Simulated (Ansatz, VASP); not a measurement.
Two plane-wave programs on Al2Cu

```xyz
6
Lattice="-3.0262 3.0262 2.4416 3.0262 -3.0262 2.4416 3.0262 3.0262 -2.4416" Properties=species:S:1:pos:R:3 pbc="T T T"
Al    0.9606    3.9868    0.0000
Al    2.0655    0.9606    0.0000
Al    2.0655   -0.9606    2.4416
Al    0.9606    2.0655    2.4416
Cu    0.0000    0.0000    1.2208
Cu    0.0000    0.0000    3.6624
```

Alike in both runs: task relaxation of cell and atoms; functional PBE; dispersion D3(BJ); k mesh 10 × 10 × 10; occupations gaussian, width 0.1 eV; no spin polarisation.

|  | VASP | Ansatz |
| --- | --- | --- |
| version | VASP 6.6.1 | Ansatz 0.2.0 |
| potentials or method | VASP PAW PBE potentials, release 64 (Al, Cu), cutoff 600 eV | scalar-relativistic, plane waves, PAW |
| valence electrons in the cell | 34 | 50 |

Ansatz gave:

* gap on the k mesh at the Fermi level, each at its own relaxed structure (eV): none
* relaxed volume (Å³/atom): 14.26
* relaxed cell length with the largest relative difference (Å): 4.855

Task: Estimate VASP's values.

Result: gap on the k mesh at the Fermi level, each at its own relaxed structure (eV): none; relaxed volume (Å³/atom): 14.29; relaxed cell length with the largest relative difference (Å): 4.858.

A gap of «none» marks a metal or a gap that the smearing closes. VASP's potentials hold 34 valence electrons a cell and Ansatz's 50, so a difference there can come from the potentials and not from the codes.
